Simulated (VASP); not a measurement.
## TiGe: single point with PBE

TiGe:

```
CELL_PARAMETERS angstrom
0.00000 2.92331 2.92331
2.92331 0.00000 2.92331
2.92331 2.92331 0.00000
ATOMIC_POSITIONS crystal
Ti 0.00000 0.00000 0.00000
Ge 0.25000 0.25000 0.25000
```

```yaml
Program: VASP 6.6.1
Task: single point
Functional: PBE
Potentials_or_basis: VASP PAW PBE potentials, release 64 (Ti_sv, Ge_d)
Cutoff: 500 eV
k_mesh: 6 × 6 × 6
Occupations: gaussian, width 0.05 eV
Spin: no spin polarisation
Dipole_correction: no
Further_INCAR_settings: ALGO = Normal; EDIFF = 1e-06; NBANDS = 20
```

```json
{
  "Pressure": "0.1 GPa",
  "Band gap on the k mesh": "0.25 eV, direct"
}
```

Levels at points of the mesh, in eV from the valence-band top:
```csv
k point,band 10,band 11,band 12,band 13,band 14,band 15,band 16,band 17
"(0.00, 0.00, 0.00)",-8.57,-0.94,-0.94,-0.94,1.10,1.10,4.85,6.14
"(0.50, 0.00, 0.00)",-7.31,-2.55,-0.67,-0.67,1.28,1.28,1.46,4.17
"(0.50, 0.50, 0.00)",-6.88,-2.59,0.00,0.00,0.25,1.46,1.72,2.05
```

Wall time 14 s on 1 thread of Intel(R) Xeon(R) Platinum 8259CL CPU @ 2.50GHz (Skylake/Cascade Lake) (shared host), peak memory 0.17 GiB.

A k mesh can miss the band edges.
